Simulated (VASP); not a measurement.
# AlCr2C (P6_3/mmc) in VASP: a series of runs, part 2 of 3

VASP 6.6.1.

**3. Single point, PBE (volume scaled by 0.97, then relaxed in part)**

Input file INCAR:

```
SYSTEM = AlCr2C
  PREC = Accurate
  ENCUT = 520
  EDIFF = 1E-7
  ISMEAR = 0
  SIGMA = 0.1
  LREAL = .FALSE.
  LASPH = .TRUE.
  NELM = 80
  ALGO = Normal
  ISIF = 2
  LWAVE = .FALSE.
  LCHARG = .FALSE.
  GGA = PE
  NBANDS = 41
```

Input file KPOINTS:

```
Automatic mesh
0
G
  12 12 4
  0 0 0
```

Input file POSCAR:

```
AlCr2C
1.0
    2.8123047210      0.0000000000      0.0000000000
   -1.4061523605      2.4355273315      0.0000000000
    0.0000000000      0.0000000000     12.5692215607
Al Cr C
2 4 2
Direct
    0.6666666667      0.3333333333      0.2500000000
    0.3333333333      0.6666666667      0.7500000000
    0.3333333333      0.6666666667      0.4145941091
    0.6666666667      0.3333333333      0.9145941091
    0.6666666667      0.3333333333      0.5854058909
    0.3333333333      0.6666666667      0.0854058909
    0.0000000000      0.0000000000      0.5000000000
    0.0000000000      0.0000000000      0.0000000000
```

Potentials or basis: VASP PAW PBE potentials, release 64 (Al, Cr_pv, C).

Command:

```bash
$ cat potpaw_PBE.64/Al/POTCAR potpaw_PBE.64/Cr_pv/POTCAR potpaw_PBE.64/C/POTCAR > POTCAR
$ mpirun -np 1 vasp_std > vasp.out
```

OUTCAR:

```text
SYSTEM = AlCr2C
   PREC = Accurate
   ENCUT = 520
   EDIFF = 1E-7
   ISMEAR = 0
   LREAL = .FALSE.
   LASPH = .TRUE.
   NELM = 80
   ISIF = 2
   GGA = PE

 ion  position               nearest neighbor table
   1  0.667  0.333  0.250-   3 2.63   6 2.63   3 2.63   6 2.63   3 2.63   6 2.63
   2  0.333  0.667  0.750-   4 2.63   5 2.63   4 2.63   5 2.63   4 2.63   5 2.63
   3  0.333  0.667  0.415-   7 1.95   7 1.95   7 1.95   1 2.63   1 2.63   1 2.63   5 2.69   5 2.69
                             5 2.69
   4  0.667  0.333  0.915-   8 1.95   8 1.95   8 1.95   2 2.63   2 2.63   2 2.63   6 2.69   6 2.69
                             6 2.69
   5  0.667  0.333  0.585-   7 1.95   7 1.95   7 1.95   2 2.63   2 2.63   2 2.63   3 2.69   3 2.69
                             3 2.69
   6  0.333  0.667  0.085-   8 1.95   8 1.95   8 1.95   1 2.63   1 2.63   1 2.63   4 2.69   4 2.69
                             4 2.69
   7  0.000  0.000  0.500-   3 1.95   5 1.95   3 1.95   5 1.95   5 1.95   3 1.95
   8  0.000  0.000  0.000-   4 1.95   6 1.95   6 1.95   4 1.95   4 1.95   6 1.95

  LATTYP: Found a hexagonal cell.
 ALAT       =     2.8123047210
 C/A-ratio  =     4.4693668744
[... 204 lines left out ...]
  band No.  band energies     occupation
      1     -33.0845      2.00000
      2     -33.0828      2.00000
      3     -32.8462      2.00000
      4     -32.8462      2.00000
      5     -32.8462      2.00000
      6     -32.8462      2.00000
[... 1045 lines left out ...]
     40      13.3483      0.00000
     41      13.7439      0.00000

 [... further k-points ...]

------------------------ aborting loop because EDIFF is reached ----------------------------------------

  FORCE on cell =-STRESS in cart. coord.  units (eV):
  Direction    XX          YY          ZZ          XY          YZ          ZX
  --------------------------------------------------------------------------------------
  -------------------------------------------------------------------------------------
  Total        3.3751845      3.3751845      3.2643436      0.0000000     -0.0000000      0.0000000
  in kB       62.8122471     62.8122470     60.7494974      0.0000000     -0.0000000      0.0000000
  external PRESSURE =      62.1246638 kB  Pullay stress =       0.0000000 kB

 VOLUME and BASIS-vectors are now :
 -----------------------------------------------------------------------------
  energy-cutoff  :      520.00
  volume of cell :       86.09
      direct lattice vectors                 reciprocal lattice vectors
     2.812304721  0.000000000  0.000000000     0.355580244  0.205294350  0.000000000
    -1.406152360  2.435527331  0.000000000     0.000000000  0.410588700  0.000000000
     0.000000000  0.000000000 12.569221561     0.000000000  0.000000000  0.079559422

 POSITION                                       TOTAL-FORCE (eV/Angst)
 -----------------------------------------------------------------------------------
      1.40615      0.81184      3.14231         0.000000     -0.000000      0.000000
     -0.00000      1.62368      9.42692         0.000000     -0.000000     -0.000000
     -0.00000      1.62368      5.21113        -0.000000     -0.000000     -0.048587
      1.40615      0.81184     11.49574         0.000000      0.000000     -0.048587
      1.40615      0.81184      7.35810         0.000000      0.000000      0.048587
     -0.00000      1.62368      1.07349        -0.000000     -0.000000      0.048587
      0.00000      0.00000      6.28461         0.000000     -0.000000      0.000000
      0.00000      0.00000      0.00000         0.000000     -0.000000      0.000000
 -----------------------------------------------------------------------------------
    total drift:                               -0.000000      0.000000     -0.000000

  FREE ENERGIE OF THE ION-ELECTRON SYSTEM (eV)
  ---------------------------------------------------
  free  energy   TOTEN  =       -65.4521069231 eV

  energy  without entropy=      -65.4219796253  energy(sigma->0) =      -65.43704327
```

Wall time 2 min (1 thread of Intel Xeon 6975P-C (Granite Rapids), shared host); peak memory 0.31 GiB.

What came out:

```yaml
Free_energy: -65.4521 eV
Pressure: 6.2 GPa
Largest_force: 0.049 eV/Å
Band_gap_on_the_k_mesh: zero (band 31 reaches 10.73 eV, above the bottom of band 32 at 9.88 eV)
```

Forces in eV/Å, atoms in the order of the input:
```
Al   0.000  0.000  0.000
Al   0.000  0.000  0.000
Cr   0.000  0.000 -0.049
Cr   0.000  0.000 -0.049
Cr   0.000  0.000  0.049
Cr   0.000  0.000  0.049
C    0.000  0.000  0.000
C    0.000  0.000  0.000
```

Levels at points of the mesh, in eV from the Fermi level:
```csv
k point,band 29,band 30,band 31,band 32,band 33,band 34
"(0.00, 0.00, 0.00)",-1.04,-1.04,-0.21,-0.21,-0.18,-0.18
"(0.50, 0.00, 0.00)",0.14,0.30,0.42,0.45,0.89,0.90
"(0.00, 0.00, 0.50)",-1.05,-1.05,-0.20,-0.20,-0.20,-0.20
"(0.50, 0.00, 0.50)",0.31,0.31,0.35,0.35,0.90,0.90
```

Caveat: the cell differs from its parent crystal (volume scaled by 0.97, then relaxed in part). Spin polarisation is off, so any magnetic state and its effect on volume and gap are missing.

**4. Single point, PBE**

This run uses another cell than the first one, of 11.09 Å³/atom, 1.064 times its volume.

Input file INCAR:

```
SYSTEM = AlCr2C
ALGO     = Normal         ! electronic algorithm
EDIFF    = 1E-6           ! SCF threshold, eV
ENCUT    = 520            ! plane-wave cutoff, eV
GGA      = PE             ! functional
ISIF     = 2              ! what is computed and relaxed
ISMEAR   = 0              ! smearing method
LASPH    = .True.         ! aspherical terms in the spheres
LCHARG   = .False.        ! write CHGCAR
LREAL    = .False.        ! projectors in reciprocal space
LWAVE    = .False.        ! write WAVECAR
NBANDS   = 41             ! bands
NELM     = 80             ! most SCF steps
PREC     = Accurate       ! precision mode
SIGMA    = 0.1            ! smearing width, eV
```

Input file KPOINTS:

```
k-points
0
Gamma
  12 12 4
  0 0 0
```

Input file POSCAR:

```
AlCr2C
1.0
    2.8418823612      0.0000000000      0.0000000000
   -1.4209411806      2.4611423193      0.0000000000
    0.0000000000      0.0000000000     12.6896372180
Al Cr C
2 4 2
Direct
    0.6666666667      0.3333333333      0.2500000000
    0.3333333333      0.6666666667      0.7500000000
    0.3333333333      0.6666666667      0.4156980499
    0.6666666667      0.3333333333      0.9156980499
    0.6666666667      0.3333333333      0.5843019501
    0.3333333333      0.6666666667      0.0843019501
    0.0000000000      0.0000000000      0.5000000000
    0.0000000000      0.0000000000      0.0000000000
```

Potentials or basis: VASP PAW PBE potentials, release 64 (Al, Cr_pv, C).

Command:

```bash
$ cat potpaw_PBE.64/Al/POTCAR potpaw_PBE.64/Cr_pv/POTCAR potpaw_PBE.64/C/POTCAR > POTCAR
$ mpirun -np 1 vasp_std > vasp.out
```

OUTCAR:

```text
SYSTEM = AlCr2C
   EDIFF = 1E-6
   ENCUT = 520
   GGA = PE
   ISIF = 2
   ISMEAR = 0
   LASPH = .True.
   LREAL = .False.
   NELM = 80
   PREC = Accurate

 ion  position               nearest neighbor table
   1  0.667  0.333  0.250-   3 2.67   6 2.67   3 2.67   6 2.67   3 2.67   6 2.67
   2  0.333  0.667  0.750-   4 2.67   5 2.67   4 2.67   5 2.67   4 2.67   5 2.67
   3  0.333  0.667  0.416-   7 1.96   7 1.96   7 1.96   1 2.67   1 2.67   1 2.67   5 2.70   5 2.70
                             5 2.70
   4  0.667  0.333  0.916-   8 1.96   8 1.96   8 1.96   2 2.67   2 2.67   2 2.67   6 2.70   6 2.70
                             6 2.70
   5  0.667  0.333  0.584-   7 1.96   7 1.96   7 1.96   2 2.67   2 2.67   2 2.67   3 2.70   3 2.70
[... 1278 lines left out ...]
  external PRESSURE =       0.9403732 kB  Pullay stress =       0.0000000 kB

 VOLUME and BASIS-vectors are now :
 -----------------------------------------------------------------------------
  energy-cutoff  :      520.00
  volume of cell :       88.75
      direct lattice vectors                 reciprocal lattice vectors
     2.841882361  0.000000000  0.000000000     0.351879449  0.203157695  0.000000000
    -1.420941181  2.461142319  0.000000000     0.000000000  0.406315389  0.000000000
     0.000000000  0.000000000 12.689637218     0.000000000  0.000000000  0.078804459

 POSITION                                       TOTAL-FORCE (eV/Angst)
 -----------------------------------------------------------------------------------
      1.42094      0.82038      3.17241         0.000000      0.000000      0.000000
     -0.00000      1.64076      9.51723         0.000000     -0.000000      0.000000
     -0.00000      1.64076      5.27506         0.000000      0.000000     -0.041845
      1.42094      0.82038     11.61988         0.000000     -0.000000     -0.041845
      1.42094      0.82038      7.41458        -0.000000     -0.000000      0.041845
     -0.00000      1.64076      1.06976        -0.000000      0.000000      0.041845
      0.00000      0.00000      6.34482         0.000000      0.000000      0.000000
      0.00000      0.00000      0.00000         0.000000      0.000000      0.000000
 -----------------------------------------------------------------------------------
    total drift:                               -0.000000      0.000000     -0.000000

  FREE ENERGIE OF THE ION-ELECTRON SYSTEM (eV)
  ---------------------------------------------------
  free  energy   TOTEN  =       -65.5018165759 eV

  energy  without entropy=      -65.4702031296  energy(sigma->0) =      -65.48600985
```

stdout:

```text
POSCAR found type information on POSCAR AlCrC
 POSCAR found :  3 types and       8 ions
 scaLAPACK will be used
 LDA part: xc-table for (Slater+PW92), standard interpolation
 POSCAR, INCAR and KPOINTS ok, starting setup
 FFT: planning ... GRIDC
 FFT: planning ... GRID_SOFT
 FFT: planning ... GRID
 WAVECAR not read
 entering main loop
```

Wall time 2 min (1 thread of Intel Xeon 6975P-C (Granite Rapids), shared host); peak memory 0.32 GiB.

Results:

* Free energy: -65.5018 eV
* Pressure: 0.1 GPa
* Largest force: 0.042 eV/Å
* Band gap on the k mesh: zero (band 31 reaches 10.35 eV, above the bottom of band 32 at 9.50 eV)

Forces on the atoms (eV/Å):
```
Al   0.000  0.000  0.000
Al   0.000  0.000  0.000
Cr   0.000  0.000 -0.042
Cr   0.000  0.000 -0.042
Cr   0.000  0.000  0.042
Cr   0.000  0.000  0.042
C    0.000  0.000  0.000
C    0.000  0.000  0.000
```

Stress tensor (GPa, compression positive):
```
 0.15  0.00  0.00
 0.00  0.15  0.00
 0.00  0.00 -0.01
```

Spin polarisation is off, so any magnetic state and its effect on volume and gap are missing.

[end of part 2 of 3]
